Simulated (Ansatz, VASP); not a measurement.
## HfTe4 in VASP and in Ansatz

Contents of INCAR:

```
PREC = Accurate
ENCUT = 500
EDIFF = 1E-7
ISMEAR = 0
SIGMA = 0.1
LREAL = F
LASPH = T
NELM = 120
ALGO = Normal
ISIF = 3
LWAVE = F
LCHARG = F
GGA = PE
IBRION = 2
NSW = 90
EDIFFG = -0.04
GGA_COMPAT = F
NELMIN = 4
```

The input KPOINTS:

```
regular mesh
0
Gamma
  4 4 4
```

POSCAR

```
HfTe4
1.0
    5.3694149400      0.0000000000      0.0000000000
    0.0000000000      5.3694149400      0.0000000000
    0.0000000000      0.0000000000      5.3694149400
Hf Te
1 4
Direct
    0.5000000000      0.5000000000      0.5000000000
    0.7963511500      0.7963511500      0.7963511500
    0.2036488500      0.2036488500      0.7963511500
    0.2036488500      0.7963511500      0.2036488500
    0.7963511500      0.2036488500      0.2036488500
```

Input for Ansatz:

```yaml
crystal:
  lattice:
    - [5.36941494, 0.0, 0.0]
    - [0.0, 5.36941494, 0.0]
    - [0.0, 0.0, 5.36941494]
  atoms:
    - { symbol: Hf, position: [0.5, 0.5, 0.5] }
    - { symbol: Te, position: [0.79635115, 0.79635115, 0.79635115] }
    - { symbol: Te, position: [0.20364885, 0.20364885, 0.79635115] }
    - { symbol: Te, position: [0.20364885, 0.79635115, 0.20364885] }
    - { symbol: Te, position: [0.79635115, 0.20364885, 0.20364885] }
basis:
  ecutwfc: 420
kpoints:
  mp_grid: { grid: [4, 4, 4] }
hamiltonian:
  xc: pbe
scf:
  occupations: { method: gaussian, width: 0.1 }
  lower_state_search: "off"
output:
  forces: true
  stress: true
  eigenvalues: true
relax:
  adjacent_minimum: "off"
  f_tol: 0.04
  max_steps: 70
  cell: { stress_tol: 0.4 }
```

Alike in both runs: task relaxation of cell and atoms; functional PBE; k mesh 4 × 4 × 4; occupations gaussian, width 0.1 eV; no spin polarisation.

|  | VASP | Ansatz |
| --- | --- | --- |
| version | VASP 6.6.1 | Ansatz 0.2.0 |
| potentials or method | VASP PAW PBE potentials, release 64 (Hf_pv, Te), cutoff 500 eV | scalar-relativistic, plane waves, PAW |
| valence electrons in the cell | 34 | 90 |

VASP gave:

| Quantity | Value |
| --- | --- |
| gap on the k mesh at the Fermi level, each at its own relaxed structure (eV) | none |
| relaxed volume (Å³/atom) | 35.26 |
| relaxed cell length with the largest relative difference (Å) | 5.607 |

Question: Which values does Ansatz return?

Answer: gap on the k mesh at the Fermi level, each at its own relaxed structure (eV): none; relaxed volume (Å³/atom): 35.07; relaxed cell length with the largest relative difference (Å): 5.597.

A gap of «none» marks a metal or a gap that the smearing closes. VASP's potentials hold 34 valence electrons a cell and Ansatz's 90, so a difference there can come from the potentials and not from the codes.

Neither program's run includes spin-orbit coupling.
